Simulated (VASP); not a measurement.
Here is a VASP 6.6.1 calculation.

INCAR

```
SYSTEM = Hf
PREC     = Accurate       ! precision mode
ENCUT    = 520            ! plane-wave cutoff, eV
EDIFF    = 1E-7           ! SCF threshold, eV
ISMEAR   = -1             ! smearing method
SIGMA    = 0.05           ! smearing width, eV
LREAL    = .False.        ! projectors in reciprocal space
LASPH    = .True.         ! aspherical terms in the spheres
NELM     = 100            ! most SCF steps
ALGO     = Normal         ! electronic algorithm
ISIF     = 2              ! what is computed and relaxed
LWAVE    = .False.        ! write WAVECAR
LCHARG   = .False.        ! write CHGCAR
GGA      = PE             ! functional
NBANDS   = 17             ! bands
```

The input KPOINTS:

```
regular mesh
0
Gamma
  14 14 14
  0 0 0
```

Contents of POSCAR:

```
Hf
1.0
   -2.0425312873      2.0425312873      1.1175794171
    2.0425312873     -2.0425312873      1.1175794171
    2.0425312873      2.0425312873     -1.1175794171
Hf
2
Direct
   -0.3750000000     -0.1250000000     -0.2500000000
    0.3750000000      0.1250000000      0.2500000000
```

Potentials or basis: VASP PAW PBE potentials, release 64 (Hf_pv).

Launch:

```sh
$ cat potpaw_PBE.64/Hf_pv/POTCAR > POTCAR
$ mpirun -np 1 vasp_std > vasp.out
```

Question: What does it give for the band gap on the k mesh?

Answer: Zero (band 10 reaches 14.52 eV, above the bottom of band 11 at 9.80 eV).

Question: What does it give for the pressure?

Answer: 469.8 GPa.

Stress tensor (GPa, compression positive):
```
468.52   0.00   0.00
  0.00 468.52   0.00
  0.00   0.00 472.45
```

Caveat: spin-orbit coupling is left out, which moves the levels of the heavy elements.
